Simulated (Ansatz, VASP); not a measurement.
## Two plane-wave programs on BN

```
B N
1.0
     2.48835    0.00000    0.00000
    -1.24418    2.15498    0.00000
     0.00000    0.00000    6.01917
B N
2 2
Cartesian
  0.0000 1.4367 1.5048
  1.2442 0.7183 4.5144
  0.0000 1.4367 4.5144
  1.2442 0.7183 1.5048
```

Change from the starting cell: normal strain along x +0.0000, normal strain along z -0.0733.

Alike in both runs: functional LDA; k mesh 12 × 12 × 4; occupations gaussian, width 0.05 eV; no spin polarisation.

Ansatz relaxed the structure, and its values are those at the end. VASP's run is a single point on that final structure, the one shown.

```csv
,VASP,Ansatz
version,VASP 6.6.1,Ansatz 0.2.0
potentials or method,"VASP PAW LDA potentials, release 64 (B, N), cutoff 520 eV","scalar-relativistic, plane waves, PAW"
valence electrons in the cell,16,16
```

```tsv
	VASP	Ansatz	Ansatz less VASP
gap on the k mesh at the Fermi level (eV)	3.92	3.93	+0.012
least direct gap on the mesh (eV)	4.22	4.23	+0.011
pressure (GPa)	2.0	1.3	-0.67
```

Ansatz warns that its potentials were made for another functional, while VASP's fit it. LDA's correlation is that of Perdew and Zunger in VASP and of Perdew and Wang (1992) in Ansatz. Ansatz's warnings: stress scf threshold loose.
